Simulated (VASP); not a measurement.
# C (Fd-3m) in VASP: further runs, part 2 of 3

VASP 6.6.1.

**3. Single point, PBE**

INCAR reads:

```
SYSTEM = C
PREC = Accurate
ENCUT = 520
EDIFF = 1E-6
ISMEAR = 0
SIGMA = 0.01
LREAL = .False.
LASPH = .True.
NELM = 60
ALGO = Normal
ISIF = 2
LWAVE = .False.
LCHARG = .True.
GGA = PE
LELF = .True.
LVHAR = .True.
NBANDS = 11
```

KPOINTS reads:

```
Automatic mesh
0
Gamma
  6 6 6
  0 0 0
```

POSCAR reads:

```
C
1.0
    0.0000000000      1.7801241426      1.7801241426
    1.7801241426      0.0000000000      1.7801241426
    1.7801241426      1.7801241426      0.0000000000
C
2
Direct
    0.0000000000      0.0000000000      0.0000000000
    0.2500000000      0.2500000000      0.2500000000
```

Potentials or basis: VASP PAW PBE potentials, release 64 (C).

Run with:

```console
cat potpaw_PBE.64/C/POTCAR > POTCAR
mpirun -np 1 vasp_std > vasp.out
```

OUTCAR:

```text
SYSTEM = C
   PREC = Accurate
   ENCUT = 520
   EDIFF = 1E-6
   ISMEAR = 0
   LREAL = .False.
   LASPH = .True.
   NELM = 60
   ISIF = 2
   GGA = PE

 ion  position               nearest neighbor table
   1  0.000  0.000  0.000-   2 1.54   2 1.54   2 1.54   2 1.54
   2  0.250  0.250  0.250-   1 1.54   1 1.54   1 1.54   1 1.54

  LATTYP: Found a face centered cubic cell.
 ALAT       =     3.5602482852

  Lattice vectors:

 A1 = (   0.0000000000,   1.7801241426,   1.7801241426)
 A2 = (   1.7801241426,   0.0000000000,   1.7801241426)
 A3 = (   1.7801241426,   1.7801241426,   0.0000000000)

Analysis of symmetry for initial positions (statically):
=====================================================================
 Subroutine PRICEL returns:
 Original cell was already a primitive cell.

 Routine SETGRP: Setting up the symmetry group for a
 face centered cubic supercell.

 Subroutine GETGRP returns: Found 48 space group operations
 (whereof 24 operations were pure point group operations)
 out of a pool of 48 trial point group operations.

The static configuration has the point symmetry T_d .
 The point group associated with its full space group is O_h .

Analysis of symmetry for dynamics (positions and initial velocities):
=====================================================================
 Subroutine PRICEL returns:
 Original cell was already a primitive cell.

 Routine SETGRP: Setting up the symmetry group for a
 face centered cubic supercell.

 Subroutine GETGRP returns: Found 48 space group operations
 (whereof 24 operations were pure point group operations)
 out of a pool of 48 trial point group operations.

The dynamic configuration has the point symmetry T_d .
 The point group associated with its full space group is O_h .

 Subroutine INISYM returns: Found 48 space group operations
 (whereof 24 operations are pure point group operations),
 and found     1 'primitive' translations

----------------------------------------------------------------------------------------

                                     Primitive cell

  volume of cell :      11.2819

  direct lattice vectors                    reciprocal lattice vectors
     0.000000000  1.780124143  1.780124143    -0.280879287  0.280879287  0.280879287
     1.780124143  0.000000000  1.780124143     0.280879287 -0.280879287  0.280879287
     1.780124143  1.780124143  0.000000000     0.280879287  0.280879287 -0.280879287

  length of vectors
     2.517475705  2.517475705  2.517475705     0.486497196  0.486497196  0.486497196

  position of ions in fractional coordinates (direct lattice)
     0.000000000  0.000000000  0.000000000
     0.250000000  0.250000000  0.250000000

  ion indices of the primitive-cell ions
   primitive index   ion index
                 1           1
                 2           2

----------------------------------------------------------------------------------------

 KPOINTS: Automatic mesh

Automatic generation of k-mesh.
 Grid dimensions read from file:
 generate k-points for:    6    6    6

[... 21 lines left out ...]
  0.166667  0.000000  0.000000      8.000000
  0.333333  0.000000  0.000000      8.000000
  0.500000  0.000000  0.000000      4.000000
  0.166667  0.166667  0.000000      6.000000
  0.333333  0.166667  0.000000     24.000000
[... 8 lines left out ...]
 -0.333333  0.333333  0.166667     24.000000
 -0.333333  0.500000  0.166667     12.000000
   k-points           NKPTS =     16   k-points in BZ     NKDIM =     16   number of bands    NBANDS=     11
   number of dos      NEDOS =    301   number of ions     NIONS =      2
   total plane-waves  NPLWV =   8000
   dimension x,y,z NGX =    20 NGY =   20 NGZ =   20
   dimension x,y,z NGXF=    40 NGYF=   40 NGZF=   40
   ions per type =               2
   NGX,Y,Z   is equivalent  to a cutoff of  13.21, 13.21, 13.21 a.u.
   NGXF,Y,Z  is equivalent  to a cutoff of  26.41, 26.41, 26.41 a.u.
 SYSTEM =  C
   PREC   = accura    normal or accurate (medium, high low for compatibility)
   ISTART =      0    job   : 0-new  1-cont  2-samecut
   ICHARG =      2    charge: 1-file 2-atom 10-const
   ISPIN  =      1    spin polarized calculation?
   LNONCOLLINEAR =      F non collinear calculations
   LSORBIT =      F    spin-orbit coupling
   LASPH  =      T    aspherical Exc in radial PAW
   ENCUT  =  520.0 eV  38.22 Ry    6.18 a.u.   4.68  4.68  4.68*2*pi/ulx,y,z
   NELM   =     60;   NELMIN=  2; NELMDL= -5     # of ELM steps
   EDIFF  = 0.1E-05   stopping-criterion for ELM
   LREAL  =      F    real-space projection
   EDIFFG = 0.1E-04   stopping-criterion for IOM
   NSW    =      0    number of steps for IOM
   IBRION =     -1    ionic relax: 0-MD 1-quasi-New 2-CG
   NFREE  =      0    steps in history (QN), initial steepest desc. (CG)
   ISIF   =      2    stress and relaxation
   ISYM   =      2    0-nonsym 1-usesym 2-fastsym
   POTIM  = 0.5000    time-step for ionic-motion
   TEBEG  =    0.0;   TEEND  =   0.0 temperature during run
   PSTRESS=    0.0 pullay stress
   NELECT =       8.0000    total number of electrons
   NUPDOWN=      -1.0000    fix difference up-down
   EMIN   =  10.00;   EMAX   =-10.00  energy-range for DOS
   EFERMI =   0.00;   METHOD = LEGACY
   ISMEAR =     0;   SIGMA  =   0.01  broadening in eV -4-tet -1-fermi 0-gaus
   EFERMI_NEDOS =   21; number of points for ismear=-14 and -15
   IALGO  =     38    algorithm
   IMIX   =      4    mixing-type and parameters
     AMIX     =   0.40;   BMIX     =  1.00
     AMIX_MAG =   1.60;   BMIX_MAG =  1.00
  volume/ion in A,a.u.               =       5.64        38.07
  Fermi-wavevector in a.u.,A,eV,Ry     =   1.459860  2.758735 28.996616  2.131191
  Thomas-Fermi vector in A             =   2.576377
   LORBIT       =      0    0 simple, 1 ext, 2 COOP (PROOUT), +10 PAW based schemes
   GGA     = PE    functional components
   LHFCALC =     F    Hartree Fock is set to
   AEXX    =    0.0000 exact exchange contribution
   IVDW    =     0    specifies the selected vdW correction
   LEPSILON=     F    determine dielectric tensor
   LRPA    =     F    only Hartree local field effects (RPA)
 non-spin polarized calculation
 Gauss-broadening in eV      SIGMA  =   0.01
  energy-cutoff  :      520.00
  volume of cell :       11.28
 maximum number of plane-waves:       310
   NGX =  9   NGY =  9   NGZ =  9

 number of electron       7.9999999 magnetization

 Free energy of the ion-electron system (eV)
  ---------------------------------------------------
  ext. energy  EPLUGINS =         0.00000000
  ---------------------------------------------------
  free energy    TOTEN  =       -18.17431663 eV

  energy without entropy =      -18.17431663  energy(sigma->0) =      -18.17431663

 E-fermi :   9.9668     XC(G=0): -13.2769

 val. band max:        9.8128305674   @ k =   0.0000   0.0000   0.0000
 cond. band min:      13.9768854665   @ k =   0.3333   0.3333   0.0000
 fundamental gap:      4.1640548991
 Fermi energy:         9.9667998172

 k-point     1 :       0.0000    0.0000    0.0000
  band No.  band energies     occupation
      1     -11.7395      2.00000
      2       9.8128      2.00000
      3       9.8128      2.00000
      4       9.8128      2.00000
      5      15.4168      0.00000
      6      15.4168      0.00000
      7      15.4168      0.00000
      8      23.2703      0.00000
      9      29.1755      0.00000
     10      36.4047      0.00000
     11      36.4047      0.00000
[... 197 lines left out ...]
 k-point    16 :      -0.3333    0.5000    0.1667
  band No.  band energies     occupation
      1      -2.4408      2.00000
      2      -2.4408      2.00000
      3       1.9592      2.00000
      4       1.9592      2.00000
      5      18.0581      0.00000
      6      18.0581      0.00000
      7      24.3946      0.00000
      8      24.3946      0.00000
      9      31.5923      0.00000
     10      31.5923      0.00000
     11      40.5788      0.00000

------------------------ aborting loop because EDIFF is reached ----------------------------------------

  FORCE on cell =-STRESS in cart. coord.  units (eV):
  Direction    XX          YY          ZZ          XY          YZ          ZX
  --------------------------------------------------------------------------------------
  -------------------------------------------------------------------------------------
  Total        0.3506192      0.3506192      0.3506192      0.0000000      0.0000000      0.0000000
  in kB       49.7926634     49.7926634     49.7926634      0.0000000      0.0000000      0.0000000
  external PRESSURE =      49.7926634 kB  Pullay stress =       0.0000000 kB

 VOLUME and BASIS-vectors are now :
 -----------------------------------------------------------------------------
  energy-cutoff  :      520.00
  volume of cell :       11.28
      direct lattice vectors                 reciprocal lattice vectors
     0.000000000  1.780124143  1.780124143    -0.280879287  0.280879287  0.280879287
     1.780124143  0.000000000  1.780124143     0.280879287 -0.280879287  0.280879287
     1.780124143  1.780124143  0.000000000     0.280879287  0.280879287 -0.280879287

 POSITION                                       TOTAL-FORCE (eV/Angst)
 -----------------------------------------------------------------------------------
      0.00000      0.00000      0.00000         0.000000      0.000000      0.000000
      0.89006      0.89006      0.89006        -0.000000     -0.000000     -0.000000
 -----------------------------------------------------------------------------------
    total drift:                                0.000000      0.000000      0.000000

  FREE ENERGIE OF THE ION-ELECTRON SYSTEM (eV)
  ---------------------------------------------------
  free  energy   TOTEN  =       -18.1743166350 eV

  energy  without entropy=      -18.1743166350  energy(sigma->0) =      -18.17431663
```

OSZICAR:

```text
N       E                     dE             d eps       ncg     rms          rms(c)
DAV:   1     0.416413135738E+00    0.41641E+00   -0.46509E+03   352   0.714E+02
DAV:   2    -0.183994819722E+02   -0.18816E+02   -0.18059E+02   465   0.119E+02
DAV:   3    -0.188256178017E+02   -0.42614E+00   -0.42488E+00   414   0.139E+01
DAV:   4    -0.188263778312E+02   -0.76003E-03   -0.76001E-03   370   0.722E-01
DAV:   5    -0.188263786746E+02   -0.84345E-06   -0.84345E-06   406   0.240E-02    0.560E+00
DAV:   6    -0.183372226188E+02    0.48916E+00   -0.25470E-01   358   0.356E+00    0.335E+00
DAV:   7    -0.181724134590E+02    0.16481E+00   -0.31182E-01   370   0.399E+00    0.766E-01
DAV:   8    -0.181742545691E+02   -0.18411E-02   -0.85980E-03   358   0.691E-01    0.443E-02
DAV:   9    -0.181742964206E+02   -0.41852E-04   -0.65313E-05   410   0.651E-02    0.246E-02
DAV:  10    -0.181743165389E+02   -0.20118E-04   -0.15116E-05   361   0.341E-02    0.535E-03
DAV:  11    -0.181743166350E+02   -0.96064E-07   -0.26766E-07   336   0.470E-03
   1 F= -.18174317E+02 E0= -.18174317E+02  d E =-.865383-107
```

stdout:

```text
POSCAR found type information on POSCAR C
 POSCAR found :  1 types and       2 ions
 scaLAPACK will be used
 LDA part: xc-table for (Slater+PW92), standard interpolation
 POSCAR, INCAR and KPOINTS ok, starting setup
 FFT: planning ... GRIDC
 FFT: planning ... GRID_SOFT
 FFT: planning ... GRID
 WAVECAR not read
 entering main loop
```

It took 2.9 s on 1 thread of Intel Xeon Platinum 8488C (Sapphire Rapids), shared host; peak memory 0.11 GiB.

What came out:

| Property | Result |
| --- | --- |
| Free energy | -18.1743 eV |
| Pressure | 5.0 GPa |
| Band gap on the k mesh | 4.16 eV, indirect (least direct gap 5.60 eV) |

Levels at points of the mesh, in eV from the valence-band top:
| k point | band 2 | band 3 | band 4 | band 5 | band 6 | band 7 |
| --- | --- | --- | --- | --- | --- | --- |
| (0.00, 0.00, 0.00) | 0.00 | 0.00 | 0.00 | 5.60 | 5.60 | 5.60 |
| (0.50, 0.00, 0.00) | -13.43 | -2.81 | -2.81 | 8.48 | 8.48 | 8.92 |
| (0.50, 0.50, 0.00) | -12.80 | -6.33 | -6.33 | 4.77 | 4.77 | 16.89 |

Caveat: the k points lie up to 0.51 Å⁻¹ apart. A k mesh can miss the band edges.

(Part 2 of 3 ends here.)
